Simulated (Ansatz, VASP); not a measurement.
## Two plane-wave programs on CuO

Contents of INCAR:

```
ALGO = Normal
EDIFF = 1E-6
ENCUT = 700
GGA = PE
GGA_COMPAT = False
ISIF = 2
ISMEAR = -1
LASPH = True
LCHARG = False
LREAL = False
LWAVE = False
NBANDS = 33
NELM = 120
PREC = Accurate
SIGMA = 0.05
```

Contents of KPOINTS:

```
k-points
0
Gamma
  9 9 5
```

File POSCAR:

```
CuO
1.0
    2.8207191443      0.0000000000      0.0000000000
    0.0382751310      2.8205021813      0.0000000000
    0.0171382374      0.0168928653      5.0706699737
Cu O
2 2
Direct
    0.0000000000      0.5000000000      0.0000000000
    0.5000000000      0.0000000000      0.5000000000
    0.9984239700      0.0016717800      0.7498871000
    0.0015760300      0.9983282200      0.2501129000
```

The input input.yaml:

```yaml
crystal:
  lattice:
    - [2.8207191443, 0.0, 0.0]
    - [0.038275131, 2.8205021813, 0.0]
    - [0.0171382374, 0.0168928653, 5.0706699737]
  atoms:
    - { symbol: Cu, position: [0.0, 0.5, 0.0] }
    - { symbol: Cu, position: [0.5, 0.0, 0.5] }
    - { symbol: O, position: [0.99842397, 0.00167178, 0.7498871] }
    - { symbol: O, position: [0.00157603, 0.99832822, 0.2501129] }
hamiltonian:
  xc: pbe
  pseudopotentials: { kind: paw }
kpoints:
  mp_grid: { grid: [9, 9, 5] }
scf:
  occupations: { method: fermi_dirac, width: 0.05 }
output:
  forces: true
  stress: true
  eigenvalues: true
```

Alike in both runs: task single point; functional PBE; k mesh 9 × 9 × 5; occupations fermi-dirac, width 0.05 eV; no spin polarisation.

```csv
,VASP,Ansatz
version,VASP 6.6.1,Ansatz 0.2.0
potentials or method,"VASP PAW PBE potentials, release 64 (Cu_sv_GW, O)",Ansatz PAW
plane-wave cutoff (eV),700,420
valence electrons in the cell,50,50
```

VASP gave:

```
gap on the k mesh at the Fermi level (eV)                     : none
pressure (GPa)                                                : 15.7
traceless stress, the component that is largest in VASP (GPa) : 2.06
rms of the force components (eV/Å)                            : 0.005
```

Problem. What did Ansatz give for the same quantities?

Solution. gap on the k mesh at the Fermi level (eV): none; pressure (GPa): 18.6; traceless stress, the component that is largest in VASP (GPa): 1.98; rms of the force components (eV/Å): 0.005.

Atom by atom the forces differ by 0.000 eV/Å (rms over components). A gap of «none» marks a metal or a gap that the smearing closes.
